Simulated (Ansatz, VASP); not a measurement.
## Two plane-wave programs on AlCo2

```xyz
3
Lattice="4.0125 0.0000 0.0000 -2.0063 3.4750 0.0000 0.0000 0.0000 2.5649" Properties=species:S:1:pos:R:3 pbc="T T T"
Al    0.0000    0.0000    0.0000
Co    0.0000    2.3166    1.2824
Co    2.0063    1.1583    1.2824
```

Alike in both runs: functional PBE; k mesh 6 × 6 × 6; occupations gaussian, width 0.1 eV; collinear spin.

Ansatz relaxed the structure, and its values are those at the end. VASP's run is a single point on that final structure, the one shown.

|  | VASP | Ansatz |
| --- | --- | --- |
| version | VASP 6.6.1 | Ansatz 0.2.0 |
| potentials or method | VASP PAW PBE potentials, release 64 (Al, Co), cutoff 520 eV | scalar-relativistic, plane waves, PAW |
| valence electrons in the cell | 21 | 37 |

```tsv
	VASP	Ansatz	Ansatz less VASP
gap on the k mesh at the Fermi level (eV)	none	none	-
pressure (GPa)	-0.2	0.2	+0.38
net moment per atom (μB)	0.80	0.80	+0.009
size of the moment on the site where the two differ most (μB)	1.23	1.26	+0.023
```

Site moments also hang on the region over which each program counts them. A gap of «none» marks a metal or a gap that the smearing closes. With one functional, cell and mesh, what is left measures potentials, basis and numerics. VASP's potentials hold 21 valence electrons a cell and Ansatz's 37, so a difference there can come from the potentials and not from the codes.

The k mesh is coarse, so the values compare programs but aren't converged.
